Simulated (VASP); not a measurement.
# InPd (Fm-3m) in VASP: further runs

Aim: see how the results for InPd move with the level of theory and the settings. Levels: PBEsol-based screened hybrid with 25 % exact exchange, HF, r2SCAN. Tasks: relaxation of cell and atoms, single point.

All numbers are computed with VASP 6.6.1; they aren't measurements. Logs are shortened: lines on timing, memory, paths and dates and some standing lists are left out, and cuts for length are marked.

## (1) The cell of the first run

The structure is cubic, space group Fm-3m (No. 225). Conventional cell: a = 5.492 Å, b = 5.492 Å, c = 5.492 Å, α = 90.00°, β = 90.00°, γ = 90.00°. Within 3.6 Å of In (site symmetry m-3m) lie 6 Pd at 2.75 Å. Pd (site symmetry m-3m) has 6 In at 2.75 Å within 3.6 Å.

## (2) Relaxation of cell and atoms, PBEsol-based screened hybrid with 25 % exact exchange

POSCAR reads:

```
InPd
1.0
    0.0000000000      2.7460700000      2.7460700000
    2.7460700000      0.0000000000      2.7460700000
    2.7460700000      2.7460700000      0.0000000000
In Pd
1 1
Direct
    0.0000000000      0.0000000000      0.0000000000
    0.5000000000      0.5000000000      0.5000000000
```

INCAR.step1 reads:

```
SYSTEM = InPd
PREC = Accurate ; ENCUT = 600
EDIFF = 1E-5 ; ISMEAR = -1
SIGMA = 0.05 ; LREAL = .FALSE.
LASPH = .TRUE. ; NELM = 100
ALGO = Normal ; LWAVE = .TRUE.
LCHARG = .FALSE. ; GGA = PE
NBANDS = 18
```

INCAR.step2 reads:

```
SYSTEM = InPd
PREC = Accurate ; ENCUT = 600
EDIFF = 1E-6 ; ISMEAR = -1
SIGMA = 0.05 ; LREAL = .FALSE.
LASPH = .TRUE. ; NELM = 100
ALGO = Normal ; ISIF = 3
LWAVE = .FALSE. ; LCHARG = .FALSE.
GGA = PS ; LHFCALC = .TRUE.
AEXX = 0.25 ; HFSCREEN = 0.207
PRECFOCK = Normal ; IBRION = 2
NSW = 60 ; EDIFFG = -0.01
ISTART = 1
```

KPOINTS reads:

```
Automatic mesh
0
G
  4 4 4
  0 0 0
```

Potentials or basis: VASP PAW PBE potentials, release 64 (In_d, Pd).

Launch:

```bash
$ cat potpaw_PBE.64/In_d/POTCAR potpaw_PBE.64/Pd/POTCAR > POTCAR
$ cp INCAR.step1 INCAR
$ mpirun -np 1 vasp_std > vasp.out
$ cp INCAR.step2 INCAR
$ mpirun -np 1 vasp_std > vasp.out
```

OUTCAR:

```text
SYSTEM = InPd
   PREC = Accurate
   ENCUT = 600
   EDIFF = 1E-6
   ISMEAR = -1
   LREAL = .FALSE.
   LASPH = .TRUE.
   NELM = 100
   ISIF = 3
   GGA = PS
   LHFCALC = .TRUE.
   AEXX = 0.25
   HFSCREEN = 0.207
   PRECFOCK = Normal
   IBRION = 2
   NSW = 60
   EDIFFG = -0.01
   ISTART = 1

 ion  position               nearest neighbor table
   1  0.000  0.000  0.000-   2 2.75   2 2.75   2 2.75   2 2.75   2 2.75   2 2.75
   2  0.500  0.500  0.500-   1 2.75   1 2.75   1 2.75   1 2.75   1 2.75   1 2.75

  LATTYP: Found a face centered cubic cell.
 ALAT       =     5.4921400000

  Lattice vectors:

 A1 = (   0.0000000000,   2.7460700000,   2.7460700000)
 A2 = (   2.7460700000,   0.0000000000,   2.7460700000)
 A3 = (   2.7460700000,   2.7460700000,   0.0000000000)

Analysis of symmetry for initial positions (statically):
=====================================================================
 Subroutine PRICEL returns:
 Original cell was already a primitive cell.

 Routine SETGRP: Setting up the symmetry group for a
 face centered cubic supercell.

 Subroutine GETGRP returns: Found 48 space group operations
 (whereof 48 operations were pure point group operations)
 out of a pool of 48 trial point group operations.

The static configuration has the point symmetry O_h .

Analysis of symmetry for dynamics (positions and initial velocities):
=====================================================================
 Subroutine PRICEL returns:
 Original cell was already a primitive cell.

 Routine SETGRP: Setting up the symmetry group for a
 face centered cubic supercell.

 Subroutine GETGRP returns: Found 48 space group operations
 (whereof 48 operations were pure point group operations)
 out of a pool of 48 trial point group operations.

The dynamic configuration has the point symmetry O_h .

 Subroutine INISYM returns: Found 48 space group operations
 (whereof 48 operations are pure point group operations),
 and found     1 'primitive' translations

----------------------------------------------------------------------------------------

                                     Primitive cell

  volume of cell :      41.4157

  direct lattice vectors                    reciprocal lattice vectors
     0.000000000  2.746070000  2.746070000    -0.182078388  0.182078388  0.182078388
     2.746070000  0.000000000  2.746070000     0.182078388 -0.182078388  0.182078388
     2.746070000  2.746070000  0.000000000     0.182078388  0.182078388 -0.182078388

  length of vectors
     3.883529437  3.883529437  3.883529437     0.315369020  0.315369020  0.315369020

  position of ions in fractional coordinates (direct lattice)
     0.000000000  0.000000000  0.000000000
     0.500000000  0.500000000  0.500000000

  ion indices of the primitive-cell ions
   primitive index   ion index
                 1           1
                 2           2

----------------------------------------------------------------------------------------

 KPOINTS: Automatic mesh

Automatic generation of k-mesh.
 Grid dimensions read from file:
 generate k-points for:    4    4    4

 Generating k-lattice:

  Cartesian coordinates                     Fractional coordinates (reciprocal lattice)
    -0.045519597  0.045519597  0.045519597     0.250000000  0.000000000  0.000000000
     0.045519597 -0.045519597  0.045519597     0.000000000  0.250000000  0.000000000
     0.045519597  0.045519597 -0.045519597     0.000000000  0.000000000  0.250000000

  Length of vectors
     0.078842255  0.078842255  0.078842255

  Shift w.r.t. Gamma in fractional coordinates (k-lattice)
     0.000000000  0.000000000  0.000000000

 Subroutine IBZKPT returns following result:
 ===========================================

 Found      8 irreducible k-points:

 Following reciprocal coordinates:
            Coordinates               Weight
  0.000000  0.000000  0.000000      1.000000
  0.250000  0.000000  0.000000      8.000000
  0.500000  0.000000  0.000000      4.000000
  0.250000  0.250000  0.000000      6.000000
  0.500000  0.250000  0.000000     24.000000
 -0.250000  0.250000  0.000000     12.000000
  0.500000  0.500000  0.000000      3.000000
 -0.250000  0.500000  0.250000      6.000000
   k-points           NKPTS =      8   k-points in BZ     NKDIM =     64   number of bands    NBANDS=     15
   number of dos      NEDOS =    301   number of ions     NIONS =      2
   total plane-waves  NPLWV =  32768
   dimension x,y,z NGX =    32 NGY =   32 NGZ =   32
   dimension x,y,z NGXF=    64 NGYF=   64 NGZF=   64
   ions per type =               1   1
   NGX,Y,Z   is equivalent  to a cutoff of  13.70, 13.70, 13.70 a.u.
   NGXF,Y,Z  is equivalent  to a cutoff of  27.40, 27.40, 27.40 a.u.
 SYSTEM =  InPd
   PREC   = accura    normal or accurate (medium, high low for compatibility)
   ISTART =      1    job   : 0-new  1-cont  2-samecut
   ICHARG =      0    charge: 1-file 2-atom 10-const
   ISPIN  =      1    spin polarized calculation?
   LNONCOLLINEAR =      F non collinear calculations
   LSORBIT =      F    spin-orbit coupling
   LASPH  =      T    aspherical Exc in radial PAW
   ENCUT  =  600.0 eV  44.10 Ry    6.64 a.u.   7.76  7.76  7.76*2*pi/ulx,y,z
   NELM   =    100;   NELMIN=  2; NELMDL=  0     # of ELM steps
   EDIFF  = 0.1E-05   stopping-criterion for ELM
   LREAL  =      F    real-space projection
   EDIFFG = -.1E-01   stopping-criterion for IOM
   NSW    =     60    number of steps for IOM
   IBRION =      2    ionic relax: 0-MD 1-quasi-New 2-CG
   NFREE  =      1    steps in history (QN), initial steepest desc. (CG)
   ISIF   =      3    stress and relaxation
   ISYM   =      3    0-nonsym 1-usesym 2-fastsym
   POTIM  = 0.5000    time-step for ionic-motion
   TEBEG  =    0.0;   TEEND  =   0.0 temperature during run
   PSTRESS=    0.0 pullay stress
   NELECT =      23.0000    total number of electrons
   NUPDOWN=      -1.0000    fix difference up-down
   EMIN   =  10.00;   EMAX   =-10.00  energy-range for DOS
   EFERMI =   0.00;   METHOD = LEGACY
   ISMEAR =    -1;   SIGMA  =   0.05  broadening in eV -4-tet -1-fermi 0-gaus
   EFERMI_NEDOS =   21; number of points for ismear=-14 and -15
   IALGO  =     38    algorithm
   IMIX   =      1    mixing-type and parameters
     AMIX     =   0.40;   BMIX     =  1.00
     AMIX_MAG =   1.60;   BMIX_MAG =  1.00
  volume/ion in A,a.u.               =      20.71       139.74
  Fermi-wavevector in a.u.,A,eV,Ry     =   1.345641  2.542893 24.636741  1.810749
  Thomas-Fermi vector in A             =   2.473537
   LORBIT       =      0    0 simple, 1 ext, 2 COOP (PROOUT), +10 PAW based schemes
   GGA     = PS    functional components
   LHFCALC =     T    Hartree Fock is set to
   PRECFOCK=normal    Normal, Fast or Accurate (Low or Medium for compatibility)
   ENCUT4O =  -1.0   cutoff for four orbital integrals eV
   NKREDX  =     1    reduce k-point grid by
   NKREDY  =     1    reduce k-point grid by
   NKREDZ  =     1    reduce k-point grid by
   AEXX    =    0.2500 exact exchange contribution
   HFSCREEN=    0.2070 screening length (either q_TF or 0.3 A-1)
   HFSCREENC=   0.2070 screening length for correlation (either q_TF or 0.3 A-1)
   ENCUTFOCK=  -1.0 apply spherical cutoff to Coloumb kernel
   IVDW    =     0    specifies the selected vdW correction
   LEPSILON=     F    determine dielectric tensor
   LRPA    =     F    only Hartree local field effects (RPA)
 conjugate gradient relaxation of ions
 non-spin polarized calculation
  energy-cutoff  :      600.00
  volume of cell :       41.42
 maximum number of plane-waves:      1411
 NGX is ok and might be reduce to    32
  NGX = 24; NGY = 24; NGZ = 24

--------------------------------------- Ionic step        1  -------------------------------------------

 number of electron      22.9999996 magnetization

 Free energy of the ion-electron system (eV)
  ---------------------------------------------------
  ext. energy  EPLUGINS =         0.00000000
  ---------------------------------------------------
  free energy    TOTEN  =       -10.46349283 eV

  energy without entropy =      -10.45502224  energy(sigma->0) =      -10.45925754

------------------------ aborting loop because EDIFF is reached ----------------------------------------

  FORCE on cell =-STRESS in cart. coord.  units (eV):
  Direction    XX          YY          ZZ          XY          YZ          ZX
  --------------------------------------------------------------------------------------
  -------------------------------------------------------------------------------------
  Total       -1.8465008     -1.8465008     -1.8465008      0.0000000      0.0000000     -0.0000000
  in kB      -71.4324051    -71.4324051    -71.4324051      0.0000000      0.0000000     -0.0000000
  external PRESSURE =     -71.4324051 kB  Pullay stress =       0.0000000 kB

 VOLUME and BASIS-vectors are now :
 -----------------------------------------------------------------------------
  energy-cutoff  :      600.00
  volume of cell :       41.42
      direct lattice vectors                 reciprocal lattice vectors
     0.000000000  2.746070000  2.746070000    -0.182078388  0.182078388  0.182078388
     2.746070000  0.000000000  2.746070000     0.182078388 -0.182078388  0.182078388
     2.746070000  2.746070000  0.000000000     0.182078388  0.182078388 -0.182078388
[... 37 lines left out ...]
 POSITION                                       TOTAL-FORCE (eV/Angst)
 -----------------------------------------------------------------------------------
      2.62376      2.62376      5.24752         0.000000      0.000000      0.000000
      2.62376      2.62376      2.62376        -0.000000     -0.000000     -0.000000
 -----------------------------------------------------------------------------------
    total drift:                               -0.000001      0.000003     -0.000001

  FREE ENERGIE OF THE ION-ELECTRON SYSTEM (eV)
  ---------------------------------------------------
  free  energy   TOTEN  =       -10.4795895502 eV

  energy  without entropy=      -10.4710154856  energy(sigma->0) =      -10.47530252

--------------------------------------- Ionic step        3  -------------------------------------------

 number of electron      23.0000004 magnetization

 Free energy of the ion-electron system (eV)
  ---------------------------------------------------
  ext. energy  EPLUGINS =         0.00000000
  ---------------------------------------------------
  free energy    TOTEN  =       -10.53509008 eV

  energy without entropy =      -10.52660188  energy(sigma->0) =      -10.53084598

 E-fermi :   8.4011     XC(G=0):  -9.6423

 val. band max:        8.3205632054   @ k =  -0.2500   0.5000   0.2500
 cond. band min:       9.1243965356   @ k =   0.5000   0.5000   0.0000
 fundamental gap:      0.8038333301
 Fermi energy:         8.4011258698

 k-point     1 :       0.0000    0.0000    0.0000
  band No.  band energies     occupation
      1      -7.8279      2.00000
      2      -7.8279      2.00000
      3      -7.7173      2.00000
      4      -7.7173      2.00000
      5      -7.7173      2.00000
      6      -1.5550      2.00000
      7       4.6786      2.00000
      8       4.6786      2.00000
      9       4.6786      2.00000
     10       5.2961      2.00000
     11       5.2961      2.00000
     12      15.2739      0.00000
     13      15.2739      0.00000
     14      15.2739      0.00000
     15      18.2201      0.00000
[... 146 lines left out ...]
 POSITION                                       TOTAL-FORCE (eV/Angst)
 -----------------------------------------------------------------------------------
      0.00000      0.00000     -0.00000        -0.000000     -0.000000      0.000000
      2.67897      2.67897      2.67897         0.000000      0.000000     -0.000000
 -----------------------------------------------------------------------------------
    total drift:                                0.000021      0.000078      0.000094

  FREE ENERGIE OF THE ION-ELECTRON SYSTEM (eV)
  ---------------------------------------------------
  free  energy   TOTEN  =       -10.5350900767 eV

  energy  without entropy=      -10.5266018789  energy(sigma->0) =      -10.53084598

 reached required accuracy - stopping structural energy minimisation
```

Run time: 27 min. Hardware: 1 thread of Intel Xeon Platinum 8488C (Sapphire Rapids), shared host; peak memory 0.31 GiB.

What came out:

- Free energy: -10.5351 eV
- Relaxed volume: 19.23 Å³/atom
- Relaxed cell: a = 3.789 Å, b = 3.789 Å, c = 3.789 Å, α = 60.00°, β = 60.00°, γ = 60.00°
- Space group after relaxing (to 0.1 Å): Fm-3m (No. 225)
- Energy gained by relaxing: 35.8 meV/atom
- Ionic steps: 3
- Pressure after relaxing: 0.0 GPa
- Band gap on the k mesh: zero (an odd number of electrons rules out a gap without spin polarisation)

The path:
```csv
step,energy change (eV),largest force (eV/Å),pressure (GPa),volume (Å³)
1,0.0000,0.0000,-7.14,41.42
2,-0.0161,0.0000,8.20,36.12
3,-0.0716,0.0000,-0.04,38.45
```

Final structure:
```
In Pd
1.0
     0.00000    2.67897    2.67897
     2.67897    0.00000    2.67897
     2.67897    2.67897    0.00000
In Pd
1 1
Cartesian
  0.0000 0.0000 0.0000
  2.6790 2.6790 2.6790
```

Caveat: the k points lie up to 0.51 Å⁻¹ apart in the final cell, too coarse for converged energies and pressures of a metal; the PAW data sets were made with another functional, which shifts forces and pressure a little; spin-orbit coupling is left out, which moves the levels of the heavy elements.

[end of part 1 of 2]

The gap in the log of VASP goes by the Fermi energy; the results here count the filled bands.